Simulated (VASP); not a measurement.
Set up this calculation in VASP 6.6.1, as the native input.

| Item | Value |
| --- | --- |
| Task | single point |
| Functional | r2SCAN |
| Potentials or basis | VASP PAW PBE potentials, release 64 (K_sv, F) |
| Cutoff | 520 eV |
| k mesh | 8 × 8 × 8 |
| Occupations | gaussian, width 0.01 eV |
| Spin | no spin polarisation |
| Dipole correction | no |
| Further INCAR settings | ALGO = Normal; EDIFF = 1e-06; NBANDS = 15 |

KF:

```
CELL_PARAMETERS angstrom
3.34576 0.00000 0.00000
0.00000 3.34576 0.00000
0.00000 0.00000 3.17887
ATOMIC_POSITIONS crystal
K 0.00000 0.00000 0.00000
F 0.50000 0.50000 0.50000
```

This cell differs from its parent crystal: biaxial xy strain +5.2%.

One way to write it, as run:

POSCAR

```
KF
1.0
    3.3457613923      0.0000000000      0.0000000000
    0.0000000000      3.3457613923      0.0000000000
    0.0000000000      0.0000000000      3.1788706815
K F
1 1
Direct
    0.0000000000      0.0000000000      0.0000000000
    0.5000000000      0.5000000000      0.5000000000
```

INCAR.step1

```
SYSTEM = KF
  PREC = Accurate
  ENCUT = 520
  ISMEAR = 0
  SIGMA = 0.01
  LREAL = .False.
  LASPH = .True.
  NELM = 60
  NBANDS = 15
  GGA = PE
  ALGO = Normal
  EDIFF = 1E-4
  LWAVE = .True.
  LCHARG = .False.
```

INCAR.step2

```
SYSTEM = KF
  PREC = Accurate
  ENCUT = 520
  EDIFF = 1E-6
  ISMEAR = 0
  SIGMA = 0.01
  LREAL = .False.
  LASPH = .True.
  NELM = 60
  ALGO = Normal
  ISIF = 2
  LWAVE = .False.
  LCHARG = .False.
  METAGGA = R2SCAN
  LMIXTAU = .True.
  NBANDS = 15
  ISTART = 1
```

KPOINTS

```
Automatic mesh
0
Gamma
  8 8 8
  0 0 0
```

Potentials or basis: VASP PAW PBE potentials, release 64 (K_sv, F).

Run with:

```bash
$ cat potpaw_PBE.64/K_sv/POTCAR potpaw_PBE.64/F/POTCAR > POTCAR
$ cp INCAR.step1 INCAR
$ mpirun -np 1 vasp_std > vasp.out
$ cp INCAR.step2 INCAR
$ mpirun -np 1 vasp_std > vasp.out
```

It gave:

```yaml
Pressure: -3.4 GPa
Band_gap_on_the_k_mesh: 6.82 eV (least direct gap 6.87 eV)
```

Caveat: the cell differs from its parent crystal (biaxial xy strain +5.2%); the cell stands under tension; the PAW data sets were made with another functional, which shifts forces and pressure a little.

It took 2.3 min on 1 thread of Intel Xeon 8259CL, with other jobs on the host, peak memory 0.18 GiB.
